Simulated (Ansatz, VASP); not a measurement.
One calculation of ZnO, two programs

```
Zn O
1.0
     3.24940    0.00000    0.00000
    -1.62470    2.81406    0.00000
     0.00000    0.00000    5.20380
Zn O
2 2
Cartesian
  0.0000 1.8760 0.0000
  1.6247 0.9380 2.6019
  0.0000 1.8760 1.9931
  1.6247 0.9380 4.5950
```

Alike in both runs: task single point; functional PBE; k mesh 7 × 7 × 4; occupations fermi-dirac, width 0.05 eV; no spin polarisation.

|  | VASP | Ansatz |
| --- | --- | --- |
| version | VASP 6.6.1 | Ansatz 0.2.0 |
| potentials or method | VASP PAW PBE potentials, release 64 (Zn, O), cutoff 520 eV | PAW, plane waves, scalar-relativistic |
| valence electrons in the cell | 36 | 36 |

Ansatz gave:

```
pressure (GPa)                                                : 4.9
traceless stress, the component that is largest in VASP (GPa) : -0.08
rms of the force components (eV/Å)                            : 0.034
```

**Question.** What did VASP give for the same quantities?

**Answer.** Pressure (GPa): 6.0; traceless stress, the component that is largest in VASP (GPa): -0.13; rms of the force components (eV/Å): 0.036.

Atom by atom the forces differ by 0.002 eV/Å (rms over components).
